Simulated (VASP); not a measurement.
**Ge4N: density of states with PBE**

Crystal: Ge4N.

```
Ge N
1.0
     4.09621    0.00000    0.00000
     0.00000    4.09621    0.00000
     0.00000    0.00000    5.31422
Ge N
4 1
Direct
  0.50000 0.00000 0.50000
  0.00000 0.50000 0.50000
  0.50000 0.00000 0.00000
  0.00000 0.50000 0.00000
  0.50000 0.50000 0.00000
```

```json
{
  "Program": "VASP 6.6.1",
  "Task": "density of states",
  "Functional": "PBE",
  "Potentials or basis": "VASP PAW PBE potentials, release 64 (Ge_d, N)",
  "Cutoff": "520 eV",
  "k mesh": "10 × 10 × 8",
  "Occupations": "gaussian, width 0.1 eV",
  "Spin": "no spin polarisation",
  "Dipole correction": "no",
  "k mesh for the DOS": "15 × 15 × 12",
  "Occupations for the DOS": "tetrahedron",
  "Further INCAR settings": "ALGO = Normal; EDIFF = 1e-06"
}
```

| Quantity | Value |
| --- | --- |
| Valence electrons inside the program's atomic spheres | Ge 12.19, 12.26; N 3.64 |

Levels at points of the mesh, in eV from the Fermi level:
```
           k point  band 29  band 30  band 31  band 32  band 33  band 34
(0.00, 0.00, 0.00)    -0.90    -0.90    -0.58    -0.02     2.98     2.98
(0.00, 0.00, 0.50)    -1.18    -1.18     0.74     2.37     2.53     2.53
```

It took 13 min on 1 thread of Intel(R) Xeon(R) Platinum 8375C CPU @ 2.90GHz (Ice Lake), on a shared host, peak memory 0.63 GiB.
